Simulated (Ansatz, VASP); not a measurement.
## GePt2: VASP beside Ansatz

The input INCAR:

```
SYSTEM = GePt2
ALGO = Fast
EDIFF = 1E-6
ENCUT = 520
GGA = PS
ISIF = 2
ISMEAR = 0
LASPH = .TRUE.
LCHARG = .TRUE.
LELF = .TRUE.
LREAL = .FALSE.
LVHAR = .TRUE.
LWAVE = .FALSE.
NBANDS = 61
NELM = 100
PREC = Accurate
SIGMA = 0.15
```

KPOINTS

```
k-points
0
G
  6 6 12
  0 0 0
```

The input POSCAR:

```
GePt2
1.0
    6.7607252734      0.0000000000      0.0000000000
   -3.3803626367      5.8549598348      0.0000000000
    0.0000000000      0.0000000000      3.1819841246
Ge Pt
3 6
Direct
    0.6666666667      0.3333333333      0.0000000000
    0.3333333333      0.6666666667      0.0000000000
    0.0000000000      0.0000000000      0.5000000000
    0.6229372130      0.0000000000      0.5000000000
    0.3770627870      0.3770627870      0.5000000000
    0.0000000000      0.6229372130      0.5000000000
    0.0000000000      0.2849128412      0.0000000000
    0.7150871588      0.7150871588      0.0000000000
    0.2849128412      0.0000000000      0.0000000000
```

Input for Ansatz:

```yaml
crystal:
  lattice:
    - [6.7607252734, 0.0, 0.0]
    - [-3.3803626367, 5.8549598348, 0.0]
    - [0.0, 0.0, 3.1819841246]
  atoms:
    - { symbol: Ge, position: [0.6666666667, 0.3333333333, 0.0] }
    - { symbol: Ge, position: [0.3333333333, 0.6666666667, 0.0] }
    - { symbol: Ge, position: [0.0, 0.0, 0.5] }
    - { symbol: Pt, position: [0.622937213, 0.0, 0.5] }
    - { symbol: Pt, position: [0.377062787, 0.377062787, 0.5] }
    - { symbol: Pt, position: [0.0, 0.622937213, 0.5] }
    - { symbol: Pt, position: [0.0, 0.2849128412, 0.0] }
    - { symbol: Pt, position: [0.7150871588, 0.7150871588, 0.0] }
    - { symbol: Pt, position: [0.2849128412, 0.0, 0.0] }
basis:
  ecutwfc: 420
kpoints:
  mp_grid: { grid: [6, 6, 12] }
hamiltonian:
  xc: pbesol
scf:
  occupations: { method: gaussian, width: 0.15 }
output:
  forces: true
  stress: true
  eigenvalues: true
```

Change from the starting cell: strain +0.000 along x and y, -0.080 along z, atoms carried along.

Alike in both runs: task single point; functional PBEsol; k mesh 6 × 6 × 12; occupations gaussian, width 0.15 eV; no spin polarisation.

|  | VASP | Ansatz |
| --- | --- | --- |
| version | VASP 6.6.1 | Ansatz 0.2.0 |
| potentials or method | VASP PAW PBE potentials, release 64 (Ge_d, Pt), cutoff 520 eV | scalar-relativistic, plane waves, PAW |
| valence electrons in the cell | 102 | 150 |

VASP gave:

- gap on the k mesh at the Fermi level (eV): none
- pressure (GPa): 20.6
- traceless stress, the component that is largest in VASP (GPa): 1.67
- rms of the force components (eV/Å): 0.100

Problem. Estimate Ansatz's values.

Solution. gap on the k mesh at the Fermi level (eV): none; pressure (GPa): 20.4; traceless stress, the component that is largest in VASP (GPa): 1.72; rms of the force components (eV/Å): 0.098.

VASP's potentials were made for PBE, not for PBEsol. Atom by atom the forces differ by 0.002 eV/Å (rms over components). A gap of «none» marks a metal or a gap that the smearing closes. The functional is the same, so the differences come from potentials, cutoffs and numerics. VASP's potentials hold 102 valence electrons a cell and Ansatz's 150, so a difference there can come from the potentials and not from the codes.

Neither program's run includes spin-orbit coupling.
